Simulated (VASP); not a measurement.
Here is a VASP 6.6.1 calculation.

The input INCAR:

```
PREC = Accurate
ENCUT = 520
EDIFF = 1E-7
ISMEAR = -1
SIGMA = 0.05
LREAL = False
LASPH = True
NELM = 60
ALGO = Normal
ISIF = 2
LWAVE = False
LCHARG = False
NBANDS = 26
```

File KPOINTS:

```
regular mesh
0
Gamma
  7 7 4
```

POSCAR

```
CdSe
1.0
    4.3460853832      0.0000000000      0.0000000000
   -2.1730426916      3.7638203488      0.0000000000
    0.0000000000      0.0000000000      7.0898398800
Cd Se
2 2
Direct
    0.6666666700      0.3333333300      0.5013638291
    0.3333333300      0.6666666700      0.9999533600
    0.6666666700      0.3333333300      0.8759066400
    0.3333333300      0.6666666700      0.3759066400
```

Potentials or basis: VASP PAW LDA potentials, release 64 (Cd, Se).

The run is started by

```bash
$ cat potpaw_LDA.64/Cd/POTCAR potpaw_LDA.64/Se/POTCAR > POTCAR
$ mpirun -np 1 vasp_std > vasp.out
```

**Question.** What does it give for the pressure?

**Answer.** -2.9 GPa.

**Question.** Predict the largest force.

**Answer.** 0.053 eV/Å.

**Question.** Predict the band gap on the k mesh.

**Answer.** 0.35 eV.

Stress tensor (GPa, compression positive):
```
-2.98  0.00  0.00
 0.00 -2.98  0.00
 0.00  0.00 -2.85
```
